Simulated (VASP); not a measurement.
# Te2Mo (R3m) in VASP: notebook, part 2 of 2

VASP 6.6.1.

### 3 Single point, PBE

File INCAR:

```
SYSTEM = Te2Mo
PREC = Accurate ; ENCUT = 520
EDIFF = 1E-6 ; ISMEAR = 1
SIGMA = 0.5 ; LREAL = .False.
LASPH = .True. ; NELM = 80
ALGO = Normal ; ISIF = 2
LWAVE = .False. ; LCHARG = .False.
GGA = PE ; NBANDS = 20
```

File KPOINTS:

```
Automatic mesh
0
Gamma
  6 6 6
  0 0 0
```

File POSCAR:

```
Te2Mo
1.0
    1.7734078919      1.0238775238      7.1041367115
   -1.7734078919      1.0238775238      7.1041367115
    0.0000000000     -2.0477550476      7.1041367115
Mo Te
1 2
Direct
   -0.0000368534     -0.0000368534     -0.0000368534
    0.4174226661      0.4174226661      0.4174226661
    0.2492808540      0.2492808540      0.2492808540
```

Potentials or basis: VASP PAW PBE potentials, release 64 (Mo_sv, Te).

Launch:

```
$ cat potpaw_PBE.64/Mo_sv/POTCAR potpaw_PBE.64/Te/POTCAR > POTCAR
$ mpirun -np 1 vasp_std > vasp.out
```

OUTCAR:

```text
SYSTEM = Te2Mo
   PREC = Accurate
   ENCUT = 520
   EDIFF = 1E-6
   ISMEAR = 1
   LREAL = .False.
   LASPH = .True.
   NELM = 80
   ISIF = 2
   GGA = PE

 ion  position               nearest neighbor table
   1  1.000  1.000  1.000-   3 2.72   3 2.72   3 2.72   2 2.72   2 2.72   2 2.72
   2  0.417  0.417  0.417-   1 2.72   1 2.72   1 2.72   3 3.58
   3  0.249  0.249  0.249-   1 2.72   1 2.72   1 2.72   2 3.58

  LATTYP: Found a trigonal (rhomboedric) cell.
 ALAT       =     7.3933794134
 COS(alpha) =     0.8849302203

  Lattice vectors:

[... 742 lines left out ...]

  FORCE on cell =-STRESS in cart. coord.  units (eV):
  Direction    XX          YY          ZZ          XY          YZ          ZX
  --------------------------------------------------------------------------------------
  -------------------------------------------------------------------------------------
  Total        0.7725639      0.7725639      1.1841231      0.0000000      0.0000000      0.0000000
  in kB       15.9928464     15.9928464     24.5125345      0.0000000      0.0000000      0.0000000
  external PRESSURE =      18.8327424 kB  Pullay stress =       0.0000000 kB

 VOLUME and BASIS-vectors are now :
 -----------------------------------------------------------------------------
  energy-cutoff  :      520.00
  volume of cell :       77.40
      direct lattice vectors                 reciprocal lattice vectors
     1.773407892  1.023877524  7.104136711     0.281943033  0.162779886  0.046921019
    -1.773407892  1.023877524  7.104136711    -0.281943033  0.162779886  0.046921019
     0.000000000 -2.047755048  7.104136711     0.000000000 -0.325559772  0.046921019

 POSITION                                       TOTAL-FORCE (eV/Angst)
 -----------------------------------------------------------------------------------
      0.00000      0.00000     21.31162         0.000000     -0.000000      0.004489
      0.00000      0.00000      8.89628         0.000000     -0.000000      0.184184
      0.00000      0.00000      5.31278         0.000000      0.000000     -0.188673
 -----------------------------------------------------------------------------------
    total drift:                               -0.000000      0.000000      0.000259

  FREE ENERGIE OF THE ION-ELECTRON SYSTEM (eV)
  ---------------------------------------------------
  free  energy   TOTEN  =       -17.9882063192 eV

  energy  without entropy=      -18.0361550656  energy(sigma->0) =      -18.00418923
```

OSZICAR:

```text
N       E                     dE             d eps       ncg     rms          rms(c)
DAV:   1     0.150210803992E+03    0.15021E+03   -0.12389E+04  1416   0.116E+03
DAV:   2    -0.126459070998E+02   -0.16286E+03   -0.15857E+03  1612   0.274E+02
DAV:   3    -0.185444724029E+02   -0.58986E+01   -0.58306E+01  1592   0.456E+01
DAV:   4    -0.186296146858E+02   -0.85142E-01   -0.85117E-01  1668   0.568E+00
DAV:   5    -0.186307696000E+02   -0.11549E-02   -0.11549E-02  1488   0.602E-01    0.150E+01
DAV:   6    -0.182589039177E+02    0.37187E+00   -0.45129E+00  1352   0.118E+01    0.638E+00
DAV:   7    -0.181086036239E+02    0.15030E+00   -0.29096E+00  1320   0.814E+00    0.412E+00
DAV:   8    -0.179878956283E+02    0.12071E+00   -0.53692E-01  1416   0.401E+00    0.122E+00
DAV:   9    -0.179889962437E+02   -0.11006E-02   -0.33791E-02  1428   0.102E+00    0.481E-01
DAV:  10    -0.179881538596E+02    0.84238E-03   -0.70331E-03  1384   0.556E-01    0.161E-01
DAV:  11    -0.179882107073E+02   -0.56848E-04   -0.25290E-04  1548   0.101E-01    0.916E-02
DAV:  12    -0.179881966076E+02    0.14100E-04   -0.22890E-05  1384   0.314E-02    0.678E-02
DAV:  13    -0.179882061849E+02   -0.95772E-05   -0.25960E-05  1408   0.312E-02    0.711E-03
DAV:  14    -0.179882063192E+02   -0.13436E-06   -0.61099E-07   980   0.482E-03
   1 F= -.17988206E+02 E0= -.18004189E+02  d E =0.479487E-01
```

Run time: 1.8 min. Hardware: 1 thread of AMD EPYC 9R45 (Zen 5), shared host; peak memory 0.38 GiB.

What came out:

```yaml
Free_energy: -17.9882 eV
Pressure: 1.9 GPa
Largest_force: 0.189 eV/Å
Band_gap_on_the_k_mesh: 0.89 eV (least direct gap 1.07 eV)
```

Forces on the atoms (eV/Å):
```
Mo   0.000  0.000  0.004
Te   0.000  0.000  0.184
Te   0.000  0.000 -0.189
```

Levels at points of the mesh, in eV from the valence-band top:
| k point | band 10 | band 11 | band 12 | band 13 | band 14 | band 15 | band 16 | band 17 |
| --- | --- | --- | --- | --- | --- | --- | --- | --- |
| (0.00, 0.00, 0.00) | -1.09 | -1.09 | -0.96 | -0.42 | 2.83 | 2.83 | 3.28 | 3.28 |
| (0.50, 0.00, 0.00) | -2.53 | -1.53 | -1.02 | -0.41 | 1.26 | 1.48 | 3.11 | 3.27 |
| (0.50, 0.50, 0.00) | -2.45 | -2.10 | -0.83 | -0.63 | 1.21 | 1.63 | 2.81 | 3.78 |
| (0.50, 0.50, 0.50) | -1.88 | -1.07 | -1.07 | 0.00 | 2.98 | 2.98 | 3.12 | 3.12 |

Caveat: so wide a smearing shifts energies and pressures; spin-orbit coupling is left out, which moves the levels of the heavy elements. A k mesh can miss the band edges.
